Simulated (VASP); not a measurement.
Al2Pt, 3 atoms in the cell. Symmetry: Fm-3m, No. 225, cubic system. Conventional cell: a = 5.698 Å, b = 5.698 Å, c = 5.698 Å, α = 90.00°, β = 90.00°, γ = 90.00°. Al (site symmetry -43m) has 4 Pt at 2.47 Å and 6 Al at 2.85 Å within 3.3 Å. Within 3.3 Å of Pt (site symmetry m-3m) lie 8 Al at 2.47 Å.  This cell differs from its parent crystal: volume scaled by 0.88.

```yaml
Program: VASP 6.6.1
Task: single point
Functional: PBE
Potentials_or_basis: VASP PAW PBE potentials, release 64 (Al, Pt)
Cutoff: 520 eV
k_mesh: 12 × 12 × 12
Occupations: gaussian, width 0.1 eV
Spin: no spin polarisation
Dipole_correction: no
Further_INCAR_settings: ALGO = Fast; EDIFF = 1e-06; NBANDS = 15
```

Potentials or basis: VASP PAW PBE potentials, release 64 (Al, Pt).

Launch:

```console
$ cat potpaw_PBE.64/Al/POTCAR potpaw_PBE.64/Pt/POTCAR > POTCAR
$ mpirun -np 1 vasp_std > vasp.out
```

Hardware: 1 thread of AMD EPYC 7R43 64-Core Processor (Zen 3), with other jobs on the host.

Problem. How long does it take, and how much memory?

Solution. It took 44 s on 1 thread of AMD EPYC 7R43 64-Core Processor (Zen 3) (shared host), peak memory 0.16 GiB. Counts: scf iterations 14, k points 72.
